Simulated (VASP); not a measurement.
# Ga (I-43d) in VASP: further runs, part 2 of 2

VASP 6.6.1.

### 3 Single point, PBEsol (volume scaled by 1.03)

Contents of INCAR:

```
  PREC = Accurate
  ENCUT = 520
  EDIFF = 1E-7
  ISMEAR = 0
  SIGMA = 0.1
  LREAL = False
  LASPH = True
  NELM = 100
  ALGO = Fast
  ISIF = 2
  LWAVE = False
  LCHARG = False
  GGA = PS
  NBANDS = 48
```

Contents of KPOINTS:

```
regular mesh
0
Gamma
  8 8 8
```

Contents of POSCAR:

```
Ga
1.0
   -3.0137078341      3.0137078341      3.0137078341
    3.0137078341     -3.0137078341      3.0137078341
    3.0137078341      3.0137078341     -3.0137078341
Ga
6
Direct
    0.2500000000      0.6250000000      0.3750000000
    0.3750000000      0.2500000000      0.6250000000
    0.7500000000      0.8750000000      0.1250000000
    0.1250000000      0.7500000000      0.8750000000
    0.6250000000      0.3750000000      0.2500000000
    0.8750000000      0.1250000000      0.7500000000
```

Potentials or basis: VASP PAW PBE potentials, release 64 (Ga_d).

Run with:

```console
> cat potpaw_PBE.64/Ga_d/POTCAR > POTCAR
> mpirun -np 1 vasp_std > vasp.out
```

OUTCAR:

```text
PREC = Accurate
   ENCUT = 520
   EDIFF = 1E-7
   ISMEAR = 0
   LREAL = False
   LASPH = True
   NELM = 100
   ISIF = 2
   GGA = PS

 ion  position               nearest neighbor table
   1  0.250  0.625  0.375-   6 2.82   2 2.82   2 2.82   4 2.82   5 2.82   4 2.82   6 2.82   5 2.82

   2  0.375  0.250  0.625-   3 2.82   5 2.82   1 2.82   5 2.82   6 2.82   1 2.82   6 2.82   3 2.82

   3  0.750  0.875  0.125-   2 2.82   6 2.82   4 2.82   5 2.82   6 2.82   5 2.82   2 2.82   4 2.82

   4  0.125  0.750  0.875-   3 2.82   5 2.82   1 2.82   3 2.82   6 2.82   1 2.82   6 2.82   5 2.82

   5  0.625  0.375  0.250-   1 2.82   4 2.82   1 2.82   2 2.82   3 2.82   2 2.82   3 2.82   4 2.82

   6  0.875  0.125  0.750-   4 2.82   1 2.82   2 2.82   3 2.82   4 2.82   3 2.82   2 2.82   1 2.82

  LATTYP: Found a body centered cubic cell.
 ALAT       =     6.0274156682

  Lattice vectors:

 A1 = (  -3.0137078341,   3.0137078341,   3.0137078341)
 A2 = (   3.0137078341,  -3.0137078341,   3.0137078341)
 A3 = (   3.0137078341,   3.0137078341,  -3.0137078341)

Analysis of symmetry for initial positions (statically):
=====================================================================
 Subroutine PRICEL returns:
 Original cell was already a primitive cell.

 Routine SETGRP: Setting up the symmetry group for a
 body centered cubic supercell.

 Subroutine GETGRP returns: Found 24 space group operations
 (whereof  3 operations were pure point group operations)
 out of a pool of 48 trial point group operations.

The static configuration has the point symmetry C_3 .
 The point group associated with its full space group is T_d .

Analysis of symmetry for dynamics (positions and initial velocities):
=====================================================================
 Subroutine PRICEL returns:
 Original cell was already a primitive cell.

 Routine SETGRP: Setting up the symmetry group for a
 body centered cubic supercell.

 Subroutine GETGRP returns: Found 24 space group operations
 (whereof  3 operations were pure point group operations)
 out of a pool of 48 trial point group operations.

The dynamic configuration has the point symmetry C_3 .
 The point group associated with its full space group is T_d .

 Subroutine INISYM returns: Found 24 space group operations
 (whereof  3 operations are pure point group operations),
 and found     1 'primitive' translations

----------------------------------------------------------------------------------------

                                     Primitive cell

  volume of cell :     109.4872

  direct lattice vectors                    reciprocal lattice vectors
    -3.013707834  3.013707834  3.013707834     0.000000000  0.165908584  0.165908584
     3.013707834 -3.013707834  3.013707834     0.165908584  0.000000000  0.165908584
     3.013707834  3.013707834 -3.013707834     0.165908584  0.165908584  0.000000000

  length of vectors
     5.219895088  5.219895088  5.219895088     0.234630170  0.234630170  0.234630170

  position of ions in fractional coordinates (direct lattice)
     0.250000000  0.625000000  0.375000000
     0.375000000  0.250000000  0.625000000
     0.750000000  0.875000000  0.125000000
     0.125000000  0.750000000  0.875000000
[... 41 lines left out ...]
  0.125000  0.000000  0.000000     12.000000
  0.250000  0.000000  0.000000     12.000000
  0.375000  0.000000  0.000000     12.000000
  0.500000  0.000000  0.000000      6.000000
  0.125000  0.125000  0.000000     24.000000
[... 16 lines left out ...]
 -0.250000  0.250000  0.250000      6.000000
 -0.375000  0.375000  0.250000     24.000000
 [... further k-points ...]
   k-points           NKPTS =     29   k-points in BZ     NKDIM =     29   number of bands    NBANDS=     48
   number of dos      NEDOS =    301   number of ions     NIONS =      6
   total plane-waves  NPLWV =  64000
   dimension x,y,z NGX =    40 NGY =   40 NGZ =   40
   dimension x,y,z NGXF=    80 NGYF=   80 NGZF=   80
   ions per type =               6
   NGX,Y,Z   is equivalent  to a cutoff of  12.74, 12.74, 12.74 a.u.
   NGXF,Y,Z  is equivalent  to a cutoff of  25.48, 25.48, 25.48 a.u.
 SYSTEM =  unknown system
   PREC   = accura    normal or accurate (medium, high low for compatibility)
   ISTART =      0    job   : 0-new  1-cont  2-samecut
   ICHARG =      2    charge: 1-file 2-atom 10-const
   ISPIN  =      1    spin polarized calculation?
   LNONCOLLINEAR =      F non collinear calculations
   LSORBIT =      F    spin-orbit coupling
   LASPH  =      T    aspherical Exc in radial PAW
   ENCUT  =  520.0 eV  38.22 Ry    6.18 a.u.   9.71  9.71  9.71*2*pi/ulx,y,z
   NELM   =    100;   NELMIN=  2; NELMDL= -5     # of ELM steps
   EDIFF  = 0.1E-06   stopping-criterion for ELM
   LREAL  =      F    real-space projection
   EDIFFG = 0.1E-05   stopping-criterion for IOM
   NSW    =      0    number of steps for IOM
   IBRION =     -1    ionic relax: 0-MD 1-quasi-New 2-CG
   NFREE  =      0    steps in history (QN), initial steepest desc. (CG)
   ISIF   =      2    stress and relaxation
   ISYM   =      2    0-nonsym 1-usesym 2-fastsym
   POTIM  = 0.5000    time-step for ionic-motion
   TEBEG  =    0.0;   TEEND  =   0.0 temperature during run
   PSTRESS=    0.0 pullay stress
   NELECT =      78.0000    total number of electrons
   NUPDOWN=      -1.0000    fix difference up-down
   EMIN   =  10.00;   EMAX   =-10.00  energy-range for DOS
   EFERMI =   0.00;   METHOD = LEGACY
   ISMEAR =     0;   SIGMA  =   0.10  broadening in eV -4-tet -1-fermi 0-gaus
   EFERMI_NEDOS =   21; number of points for ismear=-14 and -15
   IALGO  =     68    algorithm
   IMIX   =      4    mixing-type and parameters
     AMIX     =   0.40;   BMIX     =  1.00
     AMIX_MAG =   1.60;   BMIX_MAG =  1.00
  volume/ion in A,a.u.               =      18.25       123.14
  Fermi-wavevector in a.u.,A,eV,Ry     =   1.462127  2.763020 29.086760  2.137817
  Thomas-Fermi vector in A             =   2.578378
   LORBIT       =      0    0 simple, 1 ext, 2 COOP (PROOUT), +10 PAW based schemes
   GGA     = PS    functional components
   LHFCALC =     F    Hartree Fock is set to
   AEXX    =    0.0000 exact exchange contribution
   IVDW    =     0    specifies the selected vdW correction
   LEPSILON=     F    determine dielectric tensor
   LRPA    =     F    only Hartree local field effects (RPA)
 non-spin polarized calculation
 RMM-DIIS sequential band-by-band and
 Gauss-broadening in eV      SIGMA  =   0.10
  energy-cutoff  :      520.00
  volume of cell :      109.49
 maximum number of plane-waves:      2988
   NGX = 19   NGY = 19   NGZ = 19

 number of electron      78.0000077 magnetization

 Free energy of the ion-electron system (eV)
  ---------------------------------------------------
  ext. energy  EPLUGINS =         0.00000000
  ---------------------------------------------------
  free energy    TOTEN  =       -19.97332405 eV

  energy without entropy =      -19.96003909  energy(sigma->0) =      -19.96668157

 E-fermi :   5.6059     XC(G=0): -11.3034

 val. band max:        5.5850637488   @ k =  -0.3750   0.5000   0.2500
 cond. band min:       5.6181303151   @ k =   0.1250   0.1250   0.0000
 fundamental gap:      0.0330665663
 Fermi energy:         5.6058828374

 k-point     1 :       0.0000    0.0000    0.0000
  band No.  band energies     occupation
      1      -9.3328      2.00000
      2      -9.2963      2.00000
      3      -9.2963      2.00000
      4      -9.2634      2.00000
      5      -9.2634      2.00000
      6      -9.2634      2.00000
[... 1213 lines left out ...]
     47      11.3127      0.00000
     48      11.7971      0.00000

 [... further k-points ...]

------------------------ aborting loop because EDIFF is reached ----------------------------------------

  FORCE on cell =-STRESS in cart. coord.  units (eV):
  Direction    XX          YY          ZZ          XY          YZ          ZX
  --------------------------------------------------------------------------------------
  -------------------------------------------------------------------------------------
  Total       -1.1066655     -1.1066655     -1.1066655      0.0000000     -0.0000000     -0.0000000
  in kB      -16.1943499    -16.1943499    -16.1943499      0.0000000     -0.0000000     -0.0000000
  external PRESSURE =     -16.1943499 kB  Pullay stress =       0.0000000 kB

 VOLUME and BASIS-vectors are now :
 -----------------------------------------------------------------------------
  energy-cutoff  :      520.00
  volume of cell :      109.49
      direct lattice vectors                 reciprocal lattice vectors
    -3.013707834  3.013707834  3.013707834     0.000000000  0.165908584  0.165908584
     3.013707834 -3.013707834  3.013707834     0.165908584  0.000000000  0.165908584
     3.013707834  3.013707834 -3.013707834     0.165908584  0.165908584  0.000000000

 POSITION                                       TOTAL-FORCE (eV/Angst)
 -----------------------------------------------------------------------------------
      2.26028      0.00000      1.50685        -0.000000      0.000000     -0.000000
      1.50685      2.26028      0.00000         0.000000      0.000000      0.000000
      0.75343      0.00000      4.52056         0.000000     -0.000000      0.000000
      4.52056      0.75343      0.00000         0.000000     -0.000000     -0.000000
      0.00000      1.50685      2.26028        -0.000000     -0.000000      0.000000
      0.00000      4.52056      0.75343        -0.000000      0.000000     -0.000000
 -----------------------------------------------------------------------------------
    total drift:                                0.000000      0.000000      0.000000

  FREE ENERGIE OF THE ION-ELECTRON SYSTEM (eV)
  ---------------------------------------------------
  free  energy   TOTEN  =       -19.9733240518 eV

  energy  without entropy=      -19.9600390894  energy(sigma->0) =      -19.96668157
```

stdout:

```text
POSCAR found type information on POSCAR Ga
 POSCAR found :  1 types and       6 ions
 scaLAPACK will be used
 -----------------------------------------------------------------------------
|                                                                             |
|                                                                             |
|     You enforced a specific xc type in the INCAR file but a different       |
|     I HOPE YOU KNOW WHAT YOU ARE DOING!                                     |
|                                                                             |
 -----------------------------------------------------------------------------

 LDA part: xc-table for (Slater+PW92), standard interpolation
 POSCAR, INCAR and KPOINTS ok, starting setup
 FFT: planning ... GRIDC
 FFT: planning ... GRID_SOFT
 FFT: planning ... GRID
 WAVECAR not read
 entering main loop
WARNING in EDDRMM: call to ZHEGV failed, returncode =   8  4     39
WARNING in EDDRMM: call to ZHEGV failed, returncode =   8  4     44
```

Wall time 81 s (1 thread of Intel Xeon 6975P-C (Granite Rapids), shared host); peak memory 0.29 GiB.

Results:

* Free energy: -19.9733 eV
* Pressure: -1.6 GPa
* Band gap on the k mesh: zero (band 39 reaches 7.50 eV, above the bottom of band 40 at 3.71 eV)

Levels at points of the mesh, in eV from the Fermi level:
```tsv
k point	band 35	band 36	band 37	band 38	band 39	band 40	band 41	band 42	band 43	band 44
(0.00, 0.00, 0.00)	-2.99	-2.99	-2.27	-2.27	-2.27	-1.90	-1.90	-1.90	-1.78	5.26
(0.50, 0.00, 0.00)	-4.56	-4.56	-0.85	-0.85	-0.38	-0.38	2.92	2.92	3.28	3.28
(0.50, 0.50, 0.50)	-7.00	-7.00	1.47	1.47	1.61	1.61	1.61	1.61	1.61	1.61
```

Caveat: the PAW data sets were made with another functional, which shifts forces and pressure a little.

### 4 Single point, PBEsol (volume scaled by 1.06)

Contents of INCAR:

```
PREC = Accurate
ENCUT = 520
EDIFF = 1E-7
ISMEAR = 0
SIGMA = 0.1
LREAL = F
LASPH = T
NELM = 60
ALGO = Fast
ISIF = 2
LWAVE = F
LCHARG = F
GGA = PS
NBANDS = 48
```

Contents of KPOINTS:

```
Automatic mesh
0
Gamma
  8 8 8
```

POSCAR: that of step 3 with these lines changed.

```diff
@@ -2,5 +2,5 @@
 1.0
-   -3.0137078341      3.0137078341      3.0137078341
-    3.0137078341     -3.0137078341      3.0137078341
-    3.0137078341      3.0137078341     -3.0137078341
+   -3.0426875718      3.0426875718      3.0426875718
+    3.0426875718     -3.0426875718      3.0426875718
+    3.0426875718      3.0426875718     -3.0426875718
 Ga
```

Run with:

```console
> cat potpaw_PBE.64/Ga_d/POTCAR > POTCAR
> mpirun -np 1 vasp_std > vasp.out
```

Wall time 87 s (1 thread of Intel Xeon 6975P-C (Granite Rapids), shared host); peak memory 0.29 GiB.

The run converged. Its results:

```yaml
Free_energy: -19.9271 eV
Pressure: -3.0 GPa
Band_gap_on_the_k_mesh: zero (band 39 reaches 7.19 eV, above the bottom of band 40 at 3.52 eV)
```

Levels at points of the mesh, in eV from the Fermi level:
| k point | band 35 | band 36 | band 37 | band 38 | band 39 | band 40 | band 41 | band 42 | band 43 | band 44 |
| --- | --- | --- | --- | --- | --- | --- | --- | --- | --- | --- |
| (0.00, 0.00, 0.00) | -3.01 | -3.01 | -2.17 | -2.17 | -2.17 | -1.82 | -1.82 | -1.82 | -1.69 | 5.15 |
| (0.50, 0.00, 0.00) | -4.46 | -4.46 | -0.80 | -0.80 | -0.42 | -0.42 | 2.87 | 2.87 | 3.21 | 3.21 |
| (0.50, 0.50, 0.50) | -6.87 | -6.87 | 1.47 | 1.47 | 1.57 | 1.57 | 1.57 | 1.57 | 1.57 | 1.57 |

Caveat: the PAW data sets were made with another functional, which shifts forces and pressure a little.

### 5 The runs side by side

| cell | further INCAR settings | gap on the mesh (eV) | pressure (GPa) |
| --- | --- | --- | --- |
| a = 5.169 Å, angles 109.5°, 6 atoms | ALGO = Fast; EDIFF = 1e-06; NBANDS = 48 | none | 0.1 |
| a = 5.220 Å, angles 109.5°, 6 atoms | ALGO = Fast; EDIFF = 1e-07; NBANDS = 48 | none | -1.6 |
| a = 5.270 Å, angles 109.5°, 6 atoms | ALGO = Fast; EDIFF = 1e-07; NBANDS = 48 | none | -3.0 |

Alike in all rows: task single point; level PBEsol; potentials or basis VASP PAW PBE potentials, release 64 (Ga_d); no spin polarisation; k mesh 8 × 8 × 8; cutoff (eV) 520; smearing gaussian 0.1 eV.

Caveats: the PAW data sets were made with another functional, which shifts forces and pressure a little.

Absolute energies hang on the potentials; compare differences alone.
